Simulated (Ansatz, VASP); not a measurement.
NiO in VASP and in Ansatz

Contents of INCAR:

```
SYSTEM = NiO
  PREC = Accurate
  ENCUT = 520
  EDIFF = 1E-6
  ISMEAR = 0
  SIGMA = 0.1
  LREAL = .False.
  LASPH = .True.
  NELM = 150
  ALGO = Normal
  ISIF = 2
  LWAVE = .False.
  LCHARG = .False.
  ISPIN = 2
  MAGMOM = 1.6 0.32
  LORBIT = 11
  LMAXMIX = 4
  GGA = PE
  NBANDS = 19
```

The input KPOINTS:

```
regular mesh
0
Gamma
  18 18 18
  0 0 0
```

Contents of POSCAR:

```
NiO
1.0
    0.0000000000      2.0868799808      2.0868799808
    2.0868799808      0.0000000000      2.0868799808
    2.0868799808      2.0868799808      0.0000000000
Ni O
1 1
Direct
    0.0000000000      0.0000000000      0.0000000000
    0.5000000000      0.5000000000      0.5000000000
```

Input for Ansatz:

```yaml
crystal:
  lattice:
    - [0.0, 2.0868798996, 2.0868798996]
    - [2.0868798996, 0.0, 2.0868798996]
    - [2.0868798996, 2.0868798996, 0.0]
  atoms:
    - { symbol: Ni, position: [0.0, 0.0, 0.0], spin: 1.6 }
    - { symbol: O, position: [0.5, 0.5, 0.5], spin: 0.32 }
basis:
  ecutwfc: 420
kpoints:
  mp_grid: { grid: [18, 18, 18] }
hamiltonian:
  xc: pbe
scf:
  occupations: { method: gaussian, width: 0.1 }
output:
  forces: true
  stress: true
  eigenvalues: true
  populations: true
magnetization:
  spin_polarized: true
```

Alike in both runs: task single point; functional PBE; k mesh 18 × 18 × 18; occupations gaussian, width 0.1 eV; collinear spin.

```csv
,VASP,Ansatz
version,VASP 6.6.1,Ansatz 0.2.0
potentials or method,"VASP PAW PBE potentials, release 64 (Ni, O), cutoff 520 eV","scalar-relativistic, plane waves, PAW"
valence electrons in the cell,16,24
```

```tsv
	VASP	Ansatz	Ansatz less VASP
gap on the k mesh at the Fermi level (eV)	none	none	-
pressure (GPa)	4.8	5.3	+0.50
net moment per atom (μB)	0.84	0.86	+0.020
size of the moment on the site where the two differ most (μB)	0.25	0.27	+0.023
```

Site moments also hang on the region over which each program counts them. A gap of «none» marks a metal or a gap that the smearing closes. VASP's potentials hold 16 valence electrons a cell and Ansatz's 24, so a difference there can come from the potentials and not from the codes.
